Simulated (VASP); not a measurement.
Runs of VASP 6.6.1 on CoO. The structure is that of space group Pm-3m (No. 221), or close to it. The cells are those of the table. 

| task | level | potentials or basis | spin | U | cell | k mesh | cutoff (eV) | smearing | second run | gap on the mesh (eV) | pressure (GPa) | moment (μB) |
| --- | --- | --- | --- | --- | --- | --- | --- | --- | --- | --- | --- | --- |
| single point | PBE | VASP PAW PBE potentials, release 64 (Co, O) | collinear, ferromagnetic start | - | a = 2.571 Å, 2 atoms | 10 × 10 × 10 | 520 | fermi-dirac 0.05 eV | - | none | (c) | 3.00 |
| single point | PBE | VASP PAW PBE potentials, release 64 (Co, O) | collinear, ferromagnetic start | - | a = 2.518 Å, 2 atoms | 10 × 10 × 10 | 520 | fermi-dirac 0.05 eV | - | none | 28.5 | 2.99 |
| single point | BLYP | VASP PAW PBE potentials, release 64 (Co, O) | collinear, ferromagnetic start | - | a = 2.656 Å, 2 atoms | 7 × 7 × 7 | 520 | fermi-dirac 0.05 eV | - | none | -0.3 | 3.00 |
| single point | PBE | VASP PAW PBE potentials, release 64 (Co, O) | off | - | a = 2.571 Å, 2 atoms | 10 × 10 × 10 | 520 | fermi-dirac 0.05 eV | - | none | -4.0 | - |
| single point | PBE+U | VASP PAW PBE potentials, release 64 (Co_sv, O) | collinear, ferromagnetic start | Co d U = 3.0 eV | a = 2.571 Å, 2 atoms | 9 × 9 × 9 | 600 | gaussian 0.05 eV | valence_matched | (a) | 17.7 | 3.00 |
| single point | PBE+U | VASP PAW PBE potentials, release 64 (Co, O) | collinear, ferromagnetic start | Co d U = 3.0 eV | a = 2.571 Å, 2 atoms | 9 × 9 × 9 | 520 | gaussian 0.05 eV | - | 1.46 | (b) | 3.00 |
| relaxation of cell and atoms | BLYP | VASP PAW PBE potentials, release 64 (Co, O) | collinear, ferromagnetic start | - | relaxed from a = 2.571 Å, 2 atoms | 7 × 7 × 7 | 600 | fermi-dirac 0.05 eV | - | none | -0.1 | 3.00 |
| single point | PBE | VASP PAW PBE potentials, release 64 (Co, O) | collinear, ferromagnetic start | - | a = 2.553 Å, 2 atoms | 10 × 10 × 10 | 520 | fermi-dirac 0.05 eV | - | none | 16.2 | 3.00 |

**Question.** Fill in the values left out.

**Answer.** (a) 1.53; (b) 18.0; (c) 11.1.

Caveats: a cell with one magnetic atom can't hold antiferromagnetic order, which such compounds often take (some runs); semilocal functionals often make such compounds metallic where correlation or magnetic order opens a gap, which also shifts bond lengths (some runs); the PAW data sets were made with another functional, which shifts forces and pressure a little (some runs); an odd number of electrons without spin polarisation forces a metal (some runs); a magnetic or distorted state may lie lower (some runs).

A k mesh can miss the band edges.

A gap of «none» marks levels without a gap at the run's occupations.

The runs don't all hold the same shells in valence.
